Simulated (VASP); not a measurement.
## As: single point with PBEsol

Crystal: As.

```
CELL_PARAMETERS angstrom
2.63661 0.00000 0.00000
0.00000 2.63661 0.00000
0.00000 0.00000 2.63661
ATOMIC_POSITIONS crystal
As 0.50000 0.50000 0.50000
```

```
Program             : VASP 6.6.1
Task                : single point
Functional          : PBEsol
Potentials or basis : VASP PAW PBE potentials, release 64 (As)
Cutoff              : 520 eV
k mesh              : 10 × 10 × 10
Occupations         : fermi-dirac, width 0.1 eV
Spin                : no spin polarisation
```

```yaml
Pressure: 6.5 GPa
```

Levels at points of the mesh, in eV from the Fermi level:
| k point | band 1 | band 2 | band 3 | band 4 | band 5 |
| --- | --- | --- | --- | --- | --- |
| (0.00, 0.00, 0.00) | -15.64 | 4.51 | 4.51 | 4.51 | 8.64 |
| (0.50, 0.00, 0.00) | -12.13 | -7.53 | 7.10 | 7.10 | 11.54 |
| (0.50, 0.50, 0.00) | -8.44 | -4.59 | -4.59 | 2.13 | 9.57 |
| (0.50, 0.50, 0.50) | -4.27 | -1.89 | -1.89 | -1.89 | 5.82 |

It took 3.8 s on 1 thread of Intel(R) Xeon(R) 6975P-C (Granite Rapids), with other jobs on the host, peak memory 0.12 GiB.

Caveat: the PAW data sets were made with another functional, which shifts forces and pressure a little.
